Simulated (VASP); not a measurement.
Crystal: CdS.

```xyz
2
Lattice="0.0000 2.9100 2.9100 2.9100 0.0000 2.9100 2.9100 2.9100 0.0000" Properties=species:S:1:pos:R:3 pbc="T T T"
Cd    0.0000    0.0000    0.0000
S     4.3650    4.3650    4.3650
```

Base run:

```yaml
Program: VASP 6.6.1
Functional: PBE
Potentials_or_basis: VASP PAW PBE potentials, release 64 (Cd, S)
Cutoff: 520 eV
k_mesh: 6 × 6 × 6
Occupations: fermi-dirac, width 0.01 eV
Spin: no spin polarisation
```

Its results: band gap on the k mesh 1.16 eV, direct; pressure 3.7 GPa.

Q: The run is repeated on the same cell with these changes: k mesh from 6 × 6 × 6 to 2 × 2 × 2. What comes out?

A: Band gap on the k mesh 1.01 eV, direct; pressure 7.0 GPa.

Caveats: some runs use coarse meshes.

